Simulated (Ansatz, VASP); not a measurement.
# One calculation of TiSi, two programs

The input INCAR:

```
  PREC = Accurate
  ENCUT = 520
  EDIFF = 1E-6
  ISMEAR = 0
  SIGMA = 0.15
  LREAL = F
  LASPH = T
  NELM = 100
  ALGO = Normal
  ISIF = 2
  LWAVE = F
  LCHARG = T
  GGA = PS
  LELF = T
  LVHAR = T
  NBANDS = 42
```

File KPOINTS:

```
Automatic mesh
0
Gamma
  6 12 8
```

File POSCAR:

```
TiSi
1.0
    6.4518128620      0.0000000000      0.0000000000
    0.0000000000      3.6224438893      0.0000000000
    0.0000000000      0.0000000000      4.8397024771
Ti Si
4 4
Direct
    0.6761122807      0.2500000000      0.3705866206
    0.3238877193      0.7500000000      0.6294133794
    0.8238877193      0.7500000000      0.8705866206
    0.1761122807      0.2500000000      0.1294133794
    0.5441211300      0.2500000000      0.8536272412
    0.4558788700      0.7500000000      0.1463727588
    0.9558788700      0.7500000000      0.3536272412
    0.0441211300      0.2500000000      0.6463727588
```

Input for Ansatz:

```yaml
crystal:
  lattice:
    - [6.451812862, 0.0, 0.0]
    - [0.0, 3.6224438893, 0.0]
    - [0.0, 0.0, 4.8397024771]
  atoms:
    - { symbol: Ti, position: [0.6761122807, 0.25, 0.3705866206] }
    - { symbol: Ti, position: [0.3238877193, 0.75, 0.6294133794] }
    - { symbol: Ti, position: [0.8238877193, 0.75, 0.8705866206] }
    - { symbol: Ti, position: [0.1761122807, 0.25, 0.1294133794] }
    - { symbol: Si, position: [0.54412113, 0.25, 0.8536272412] }
    - { symbol: Si, position: [0.45587887, 0.75, 0.1463727588] }
    - { symbol: Si, position: [0.95587887, 0.75, 0.3536272412] }
    - { symbol: Si, position: [0.04412113, 0.25, 0.6463727588] }
basis:
  ecutwfc: 420
kpoints:
  mp_grid: { grid: [6, 12, 8] }
hamiltonian:
  xc: pbesol
scf:
  occupations: { method: gaussian, width: 0.15 }
output:
  forces: true
  stress: true
  eigenvalues: true
  write_density: true
  write_potential: true
  elf: true
  volumetric_format: npy
```

Change from the starting cell: strain -0.0250 x Voigt [0, 0, 1, 0, 0, 0], atoms carried along.

Alike in both runs: task single point; functional PBEsol; k mesh 6 × 12 × 8; occupations gaussian, width 0.15 eV; no spin polarisation.

|  | VASP | Ansatz |
| --- | --- | --- |
| version | VASP 6.6.1 | Ansatz 0.2.0 |
| potentials or method | VASP PAW PBE potentials, release 64 (Ti_sv, Si), cutoff 520 eV | scalar-relativistic, plane waves, PAW |
| valence electrons in the cell | 64 | 64 |

|  | VASP | Ansatz | Ansatz less VASP |
| --- | --- | --- | --- |
| gap on the k mesh at the Fermi level (eV) | none | none | - |
| pressure (GPa) | 4.6 | 4.5 | -0.14 |
| traceless stress, the component that is largest in VASP (GPa) | 5.64 | 5.62 | -0.021 |
| rms of the force components (eV/Å) | 0.081 | 0.080 | -0.0008 |

VASP's potentials were made for PBE, not for PBEsol. Atom by atom the forces differ by 0.002 eV/Å (rms over components). A gap of «none» marks a metal or a gap that the smearing closes.
